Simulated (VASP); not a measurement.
Write the native input for VASP 6.6.1 that does the following.

```
Task                   : single point
Functional             : PBE
Potentials or basis    : VASP PAW PBE potentials, release 64 (Ir, Cl)
Cutoff                 : 520 eV
k mesh                 : 10 × 10 × 1
Occupations            : gaussian, width 0.1 eV
Spin                   : no spin polarisation
Dipole correction      : yes
Further INCAR settings : ALGO = Normal; EDIFF = 1e-06; NBANDS = 25
```

The structure of Ir3Cl lies in POSCAR:

```
Ir3Cl
1.0
    2.7367600872      0.0000000000      0.0000000000
    0.0000000000      2.7367600872      0.0000000000
    0.0000000000      0.0000000000     19.1883373024
Ir Cl
3 1
Direct
    0.5000000000      0.5000000000      0.2084599586
    0.0000000000      0.0000000000      0.3045662598
    0.5000000000      0.5000000000      0.4006776190
    0.5000000000      1.0000000000      0.5054305121
```

These files were run (other wordings do the same):

INCAR

```
SYSTEM = Ir3Cl
PREC = Accurate ; ENCUT = 520
EDIFF = 1E-6 ; ISMEAR = 0
SIGMA = 0.1 ; LREAL = .FALSE.
LASPH = .TRUE. ; NELM = 60
ALGO = Normal ; ISIF = 2
LWAVE = .FALSE. ; LCHARG = .TRUE.
LDIPOL = .TRUE. ; IDIPOL = 3
DIPOL = 0.5 0.5 0.355 ; GGA = PE
LELF = .TRUE. ; LVHAR = .TRUE.
LVACPOTAV = .TRUE. ; NBANDS = 25
```

KPOINTS

```
Automatic mesh
0
G
  10 10 1
  0 0 0
```

Potentials or basis: VASP PAW PBE potentials, release 64 (Ir, Cl).

Command:

```sh
$ cat potpaw_PBE.64/Ir/POTCAR potpaw_PBE.64/Cl/POTCAR > POTCAR
$ mpirun -np 1 vasp_std > vasp.out
```

Results of the run:

```json
{"Largest force": "0.577 eV/Å", "Band gap on the k mesh": "zero (bands 17 and 18 overlap by 1.89 eV)"}
```

Caveat: spin-orbit coupling is left out, which moves the levels of the heavy elements.

Wall time 110 s on 1 thread of Intel(R) Xeon(R) 6975P-C (Granite Rapids), with other jobs on the host, peak memory 0.29 GiB.
